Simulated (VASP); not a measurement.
Write the native input for VASP 6.6.1 that does the following.

```yaml
Task: single point
Functional: PBE
Potentials_or_basis: VASP PAW PBE potentials, release 64 (Al, N, In_d)
Cutoff: 520 eV
k_mesh: 8 × 8 × 8
Occupations: gaussian, width 0.01 eV
Spin: no spin polarisation
Dipole_correction: no
Further_INCAR_settings: ALGO = Normal; EDIFF = 1e-07; NBANDS = 26
```

The structure of Al2InN3 lies in POSCAR:

```
Al2InN3
1.0
   -1.6198940707      4.8974023081      2.3074928842
    1.6198940707     -4.8974023081      2.3074928842
    1.6198940707      4.8974023081     -2.3074928842
Al N In
2 3 1
Direct
    0.6716146606      1.0011716692      0.6704429914
    0.3307286779      0.0011716692      0.3295570086
    0.4578117915      0.2745205120      0.1832912795
    0.0912292325      0.2745205120      0.8167087205
    0.6957414195      0.1957414195      0.5000000000
    0.0028742180      0.0028742180      0.0000000000
```

The input as run:

INCAR

```
PREC = Accurate
ENCUT = 520
EDIFF = 1E-7
ISMEAR = 0
SIGMA = 0.01
LREAL = F
LASPH = T
NELM = 100
ALGO = Normal
ISIF = 2
LWAVE = F
LCHARG = T
GGA = PE
LELF = T
LVHAR = T
NBANDS = 26
```

KPOINTS

```
regular mesh
0
Gamma
  8 8 8
```

Potentials or basis: VASP PAW PBE potentials, release 64 (Al, N, In_d).

The run is started by

```console
$ cat potpaw_PBE.64/Al/POTCAR potpaw_PBE.64/N/POTCAR potpaw_PBE.64/In_d/POTCAR > POTCAR
$ mpirun -np 1 vasp_std > vasp.out
```

It gave:

The pressure is -0.1 GPa. The largest force is 0.038 eV/Å. The band gap on the k mesh is 1.64 eV (least direct gap 1.70 eV).

Caveat: spin-orbit coupling is left out, which moves the levels of the heavy elements.

Wall time 2.7 min on 1 thread of Intel(R) Xeon(R) 6975P-C (Granite Rapids), with other jobs on the host, peak memory 0.35 GiB.
